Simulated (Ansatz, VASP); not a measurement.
**Two plane-wave programs on Si6Ru**

```
CELL_PARAMETERS angstrom
3.94769 0.00000 0.00000
-1.97384 3.41880 0.00000
0.00000 0.00000 10.09568
ATOMIC_POSITIONS crystal
Si 0.33333 0.66667 0.06975
Si 0.66667 0.33333 0.93025
Si 0.33333 0.66667 0.30811
Si 0.00000 0.00000 0.38227
Si 0.66667 0.33333 0.69189
Si 0.00000 0.00000 0.61773
Ru 0.00000 0.00000 0.00000
```

Alike in both runs: functional PBE; k mesh 5 × 5 × 2; occupations gaussian, width 0.2 eV; no spin polarisation.

Ansatz relaxed the structure, and its values are those at the end. VASP's run is a single point on that final structure, the one shown.

```csv
,VASP,Ansatz
version,VASP 6.6.1,Ansatz 0.2.0
potentials or method,"VASP PAW PBE potentials, release 64 (Si, Ru_pv), cutoff 520 eV","scalar-relativistic, plane waves, PAW"
valence electrons in the cell,38,40
```

VASP gave:

```
gap on the k mesh at the Fermi level (eV) : none
pressure (GPa)                            : -0.3
rms of the force components (eV/Å)        : 0.018
```

What did Ansatz give for the same quantities?

gap on the k mesh at the Fermi level (eV): none; pressure (GPa): -0.2; rms of the force components (eV/Å): 0.017.

A gap of «none» marks a metal or a gap that the smearing closes. The functional is the same, so the differences come from potentials, cutoffs and numerics. VASP's potentials hold 38 valence electrons a cell and Ansatz's 40, so a difference there can come from the potentials and not from the codes.

The k mesh is coarse, so the values compare programs but aren't converged.
